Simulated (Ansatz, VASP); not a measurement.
Two plane-wave programs on Sr

```
Sr
1.0
    -2.09196    2.09196    2.96619
     2.09196   -2.09196    2.96619
     2.09196    2.09196   -2.96619
Sr
1
Direct
  0.00000 0.00000 0.00000
```

Alike in both runs: functional PBEsol; k mesh 18 × 18 × 18; occupations gaussian, width 0.1 eV; no spin polarisation.

Ansatz relaxed the structure, and its values are those at the end. VASP's run is a single point on that final structure, the one shown.

|  | VASP | Ansatz |
| --- | --- | --- |
| version | VASP 6.6.1 | Ansatz 0.2.0 |
| potentials or method | VASP PAW PBE potentials, release 64 (Sr_sv), cutoff 520 eV | scalar-relativistic, plane waves, PAW |
| valence electrons in the cell | 10 | 10 |

```csv
,VASP,Ansatz,Ansatz less VASP
gap on the k mesh at the Fermi level (eV),none,none,-
pressure (GPa),0.0,0.0,-0.01
```

VASP's potentials were made for PBE, not for PBEsol. A gap of «none» marks a metal or a gap that the smearing closes.
